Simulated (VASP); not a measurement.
# NaF in VASP: notebook, part 2 of 2

VASP 6.6.1. Earlier steps stand in the parts before.

### 3 Single point, r2SCAN

This run uses another cell than the first one, of 16.22 Å³/atom, 1.130 times its volume.

POSCAR

```
NaF
1.0
    0.0000000000      2.5312613515      2.5312613515
    2.5312613515      0.0000000000      2.5312613515
    2.5312613515      2.5312613515      0.0000000000
Na F
1 1
Direct
    0.0000000000      0.0000000000      0.0000000000
    0.2500000000      0.2500000000      0.2500000000
```

INCAR.step1

```
  PREC = Accurate
  ENCUT = 520
  ISMEAR = 0
  SIGMA = 0.01
  LREAL = False
  LASPH = True
  NELM = 100
  NBANDS = 14
  GGA = PE
  ALGO = Normal
  EDIFF = 1E-4
  LWAVE = True
  LCHARG = False
```

INCAR.step2

```
  PREC = Accurate
  ENCUT = 520
  EDIFF = 1E-6
  ISMEAR = 0
  SIGMA = 0.01
  LREAL = False
  LASPH = True
  NELM = 100
  ALGO = Normal
  ISIF = 2
  LWAVE = False
  LCHARG = False
  METAGGA = R2SCAN
  LMIXTAU = True
  NBANDS = 14
  ISTART = 1
```

KPOINTS

```
regular mesh
0
Gamma
  8 8 8
```

Potentials or basis: VASP PAW PBE potentials, release 64 (Na_pv, F).

Started as:

```sh
$ cat potpaw_PBE.64/Na_pv/POTCAR potpaw_PBE.64/F/POTCAR > POTCAR
$ cp INCAR.step1 INCAR
$ mpirun -np 1 vasp_std > vasp.out
$ cp INCAR.step2 INCAR
$ mpirun -np 1 vasp_std > vasp.out
```

OUTCAR:

```text
PREC = Accurate
   ENCUT = 520
   EDIFF = 1E-6
   ISMEAR = 0
   LREAL = False
   LASPH = True
   NELM = 100
   ISIF = 2
   METAGGA = R2SCAN
   ISTART = 1

 ion  position               nearest neighbor table
   1  0.000  0.000  0.000-   2 2.19   2 2.19   2 2.19   2 2.19
   2  0.250  0.250  0.250-   1 2.19   1 2.19   1 2.19   1 2.19

  LATTYP: Found a face centered cubic cell.
 ALAT       =     5.0625227030

  Lattice vectors:

 A1 = (   0.0000000000,   2.5312613515,   2.5312613515)
 A2 = (   2.5312613515,   0.0000000000,   2.5312613515)
 A3 = (   2.5312613515,   2.5312613515,   0.0000000000)

Analysis of symmetry for initial positions (statically):
=====================================================================
 Subroutine PRICEL returns:
 Original cell was already a primitive cell.

 Routine SETGRP: Setting up the symmetry group for a
 face centered cubic supercell.

 Subroutine GETGRP returns: Found 24 space group operations
 (whereof 24 operations were pure point group operations)
 out of a pool of 48 trial point group operations.

The static configuration has the point symmetry T_d .

Analysis of symmetry for dynamics (positions and initial velocities):
[... 167 lines left out ...]
  band No.  band energies     occupation
      1     -23.8601      2.00000
      2     -23.4045      2.00000
      3     -23.4042      2.00000
      4     -23.4042      2.00000
      5      -3.9934      2.00000
      6      -3.9934      2.00000
      7      -3.9934      2.00000
      8       2.2808      0.00000
      9      16.5104      0.00000
     10      16.5104      0.00000
     11      16.5107      0.00000
     12      17.7703      0.00000
     13      17.7703      0.00000
     14      17.7705      0.00000
[... 377 lines left out ...]
      1     -24.3255      2.00000
      2     -23.4406      2.00000
      3     -23.4220      2.00000
      4     -22.8506      2.00000
      5      -4.6503      2.00000
      6      -4.2386      2.00000
      7      -4.0703      2.00000
      8       6.7848      0.00000
      9       8.4162      0.00000
     10      11.8550      0.00000
     11      13.7314      0.00000
     12      17.9425      0.00000
     13      18.7971      0.00000
     14      21.3612      0.00000

 [... further k-points ...]
[... 5 lines left out ...]
  --------------------------------------------------------------------------------------
  -------------------------------------------------------------------------------------
  Total       -0.0670257     -0.0670257     -0.0670257      0.0000000     -0.0000000     -0.0000000
  in kB       -3.3106318     -3.3106318     -3.3106318      0.0000000     -0.0000000     -0.0000000
  external PRESSURE =      -3.3106318 kB  Pullay stress =       0.0000000 kB

 VOLUME and BASIS-vectors are now :
 -----------------------------------------------------------------------------
  energy-cutoff  :      520.00
  volume of cell :       32.44
      direct lattice vectors                 reciprocal lattice vectors
     0.000000000  2.531261351  2.531261351    -0.197529978  0.197529978  0.197529978
     2.531261351  0.000000000  2.531261351     0.197529978 -0.197529978  0.197529978
     2.531261351  2.531261351  0.000000000     0.197529978  0.197529978 -0.197529978

 POSITION                                       TOTAL-FORCE (eV/Angst)
 -----------------------------------------------------------------------------------
      0.00000      0.00000      0.00000        -0.000000      0.000000     -0.000000
      1.26563      1.26563      1.26563         0.000000     -0.000000      0.000000
 -----------------------------------------------------------------------------------
    total drift:                                0.000019      0.000019      0.000019

  FREE ENERGIE OF THE ION-ELECTRON SYSTEM (eV)
  ---------------------------------------------------
  free  energy   TOTEN  =       -12.3215324780 eV

  energy  without entropy=      -12.3215324780  energy(sigma->0) =      -12.32153248
```

OUTCAR.step1:

```text
PREC = Accurate
   ENCUT = 520
   ISMEAR = 0
   LREAL = False
   LASPH = True
[... 629 lines left out ...]
      0.00000      0.00000      0.00000        -0.000000     -0.000000     -0.000000
      1.26563      1.26563      1.26563         0.000000      0.000000      0.000000
 -----------------------------------------------------------------------------------
    total drift:                               -0.000000     -0.000000     -0.000000

  FREE ENERGIE OF THE ION-ELECTRON SYSTEM (eV)
  ---------------------------------------------------
  free  energy   TOTEN  =        -8.3837114690 eV

  energy  without entropy=       -8.3837114690  energy(sigma->0) =       -8.38371147
```

OSZICAR.step1:

```text
N       E                     dE             d eps       ncg     rms          rms(c)
DAV:   1     0.106998833199E+03    0.10700E+03   -0.77618E+03   824   0.112E+03
DAV:   2    -0.385889286534E+01   -0.11086E+03   -0.10309E+03   898   0.325E+02
DAV:   3    -0.951758856845E+01   -0.56587E+01   -0.56492E+01  1028   0.678E+01
DAV:   4    -0.956925038157E+01   -0.51662E-01   -0.51660E-01   914   0.732E+00
DAV:   5    -0.956993805902E+01   -0.68768E-03   -0.68767E-03  1028   0.826E-01    0.604E+00
DAV:   6    -0.838746680478E+01    0.11825E+01   -0.41922E+00  1122   0.165E+01    0.207E+00
DAV:   7    -0.837088006624E+01    0.16587E-01   -0.39151E-02   842   0.203E+00    0.119E+00
DAV:   8    -0.838148453721E+01   -0.10604E-01   -0.43864E-02   872   0.330E+00    0.211E-01
DAV:   9    -0.838420367569E+01   -0.27191E-02   -0.97171E-03   968   0.106E+00    0.204E-01
DAV:  10    -0.838370909017E+01    0.49459E-03   -0.38429E-03   902   0.805E-01    0.198E-02
DAV:  11    -0.838371146903E+01   -0.23789E-05   -0.84246E-05   930   0.974E-02
   1 F= -.83837115E+01 E0= -.83837115E+01  d E =-.851877E-17
```

Wall time 43 s (1 thread of Intel Xeon Platinum 8488C (Sapphire Rapids), shared host); peak memory 0.16 GiB.

Results:

```yaml
Free_energy: -12.3215 eV
Pressure: -0.3 GPa
Band_gap_on_the_k_mesh: 6.27 eV, direct
```

Caveat: the PAW data sets were made with another functional, which shifts forces and pressure a little. r2SCAN opens gaps a little over a GGA but as a rule still falls short of measured ones.

### 4 Single point, PBE (strain along [111] +0.5%)

INCAR

```
ALGO     = Normal         # electronic algorithm
EDIFF    = 1E-6           # SCF threshold, eV
ENCUT    = 520            # plane-wave cutoff, eV
GGA      = PE             # functional
ISIF     = 2              # what is computed and relaxed
ISMEAR   = -1             # smearing method
LASPH    = True           # aspherical terms in the spheres
LCHARG   = False          # write CHGCAR
LREAL    = False          # projectors in reciprocal space
LWAVE    = False          # write WAVECAR
NBANDS   = 14             # bands
NELM     = 60             # most SCF steps
PREC     = Accurate       # precision mode
SIGMA    = 0.02           # smearing width, eV
```

KPOINTS

```
k-points
0
Gamma
  8 8 8
```

POSCAR

```
NaF
1.0
    0.0084375378      2.5396988893      2.5396988893
    2.5396988893      0.0084375378      2.5396988893
    2.5396988893      2.5396988893      0.0084375378
Na F
1 1
Direct
    0.0003809637      0.0003809637      0.0003809637
    0.2496190363      0.2496190363      0.2496190363
```

Started as:

```sh
$ cat potpaw_PBE.64/Na_pv/POTCAR potpaw_PBE.64/F/POTCAR > POTCAR
$ mpirun -np 1 vasp_std > vasp.out
```

It took 20 s on 1 thread of Intel Xeon Platinum 8488C (Sapphire Rapids), shared host; peak memory 0.16 GiB.

Results (log left out):

```
Free energy            : -8.3858 eV
Pressure               : 1.7 GPa
Band gap on the k mesh : 5.59 eV, direct
```

Levels at points of the mesh, in eV from the valence-band top:
| k point | band 3 | band 4 | band 5 | band 6 | band 7 | band 8 | band 9 | band 10 | band 11 | band 12 |
| --- | --- | --- | --- | --- | --- | --- | --- | --- | --- | --- |
| (0.00, 0.00, 0.00) | -18.87 | -18.74 | -0.01 | 0.00 | 0.00 | 5.59 | 19.19 | 19.30 | 19.30 | 20.79 |
| (0.50, 0.00, 0.00) | -18.88 | -18.11 | -0.85 | -0.05 | -0.04 | 9.94 | 10.87 | 17.10 | 17.17 | 20.39 |
| (0.50, 0.50, 0.00) | -18.90 | -17.99 | -0.78 | -0.17 | -0.16 | 9.94 | 11.97 | 16.18 | 17.00 | 17.07 |
| (0.50, 0.50, 0.50) | -18.88 | -18.11 | -0.85 | -0.04 | -0.04 | 9.91 | 10.84 | 17.18 | 17.18 | 20.42 |

Caveat: the cell differs from its parent crystal (strain along [111] +0.5%). A k mesh can miss the band edges.

### 5 The runs side by side

| level | cell | smearing | gap on the mesh (eV) | pressure (GPa) |
| --- | --- | --- | --- | --- |
| r2SCAN | a = 3.437 Å, angles 60.0°, 2 atoms | gaussian 0.01 eV | 6.70 | 5.8 |
| r2SCAN | a = 3.580 Å, angles 60.0°, 2 atoms | gaussian 0.01 eV | 6.27 | -0.3 |
| PBE | a = 3.592 Å, angles 59.8°, 2 atoms | fermi-dirac 0.02 eV | 5.59 | 1.7 |

Alike in all rows: task single point; potentials or basis VASP PAW PBE potentials, release 64 (Na_pv, F); no spin polarisation; k mesh 8 × 8 × 8; cutoff (eV) 520.

Caveats: the PAW data sets were made with another functional, which shifts forces and pressure a little (some runs).

Total energies depend on the potentials used, so only differences within one code and one set of settings carry meaning.
